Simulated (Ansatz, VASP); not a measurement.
## Ti2C in VASP and in Ansatz

```
Ti C
1.0
     0.00000    4.53213    4.53213
     4.53213    0.00000    4.53213
     4.53213    4.53213    0.00000
Ti C
4 2
Direct
  0.12500 0.12500 0.12500
  0.62500 0.12500 0.12500
  0.12500 0.12500 0.62500
  0.12500 0.62500 0.12500
  0.00000 0.00000 0.00000
  0.25000 0.25000 0.25000
```

Alike in both runs: functional r2SCAN; k mesh 8 × 8 × 8; occupations gaussian, width 0.1 eV; no spin polarisation.

Ansatz relaxed the structure, and its values are those at the end. VASP's run is a single point on that final structure, the one shown.

```csv
,VASP,Ansatz
version,VASP 6.6.1,Ansatz 0.2.0
potentials or method,"VASP PAW PBE potentials, release 64 (Ti_sv, C), cutoff 520 eV","scalar-relativistic, plane waves, PAW"
valence electrons in the cell,56,56
```

```csv
,VASP,Ansatz,Ansatz less VASP
gap on the k mesh at the Fermi level (eV),none,none,-
pressure (GPa),0.1,0.0,-0.14
```

VASP's potentials were made for PBE, not for r2SCAN. A gap of «none» marks a metal or a gap that the smearing closes. With one functional, cell and mesh, what is left measures potentials, basis and numerics.
